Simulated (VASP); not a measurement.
Here is a VASP 6.6.1 calculation.

File INCAR:

```
SYSTEM = ZnCu2SnS4
ALGO = Normal
EDIFF = 1E-6
ENCUT = 520
GGA = PE
ISIF = 2
ISMEAR = 0
LASPH = .True.
LCHARG = .False.
LREAL = .False.
LWAVE = .False.
NBANDS = 46
NELM = 80
PREC = Accurate
SIGMA = 0.01
```

Contents of KPOINTS:

```
k-points
0
Gamma
  6 6 6
  0 0 0
```

Contents of POSCAR:

```
ZnCu2SnS4
1.0
   -2.7171000000      2.7171000000      5.4248000000
    2.7171000000     -2.7171000000      5.4248000000
    2.7171000000      2.7171000000     -5.4248000000
Zn Cu Sn S
1 2 1 4
Direct
    0.2500000000      0.7500000000      0.5000000000
    0.0000000000      0.0000000000      0.0000000000
    0.7500000000      0.2500000000      0.5000000000
    0.5000000000      0.5000000000      0.0000000000
    0.3716100000      0.8844100000      0.9996000000
    0.1155900000      0.1151900000      0.4872000000
    0.8848100000      0.3720100000      0.0004000000
    0.6279900000      0.6283900000      0.5128000000
```

Potentials or basis: VASP PAW PBE potentials, release 64 (Zn, Cu, Sn_d, S).

Command:

```console
$ cat potpaw_PBE.64/Zn/POTCAR potpaw_PBE.64/Cu/POTCAR potpaw_PBE.64/Sn_d/POTCAR potpaw_PBE.64/S/POTCAR > POTCAR
$ mpirun -np 1 vasp_std > vasp.out
```

Task: What does it give for the band gap on the k mesh?

Result: 0.32 eV.

Task: Predict the largest force.

Result: 0.578 eV/Å.

Stress tensor (GPa, compression positive):
```
2.15 0.00 0.00
0.00 2.15 0.00
0.00 0.00 2.04
```

Caveat: semilocal functionals underestimate gaps, and a narrow one can read as zero; spin-orbit coupling is left out, which moves the levels of the heavy elements.
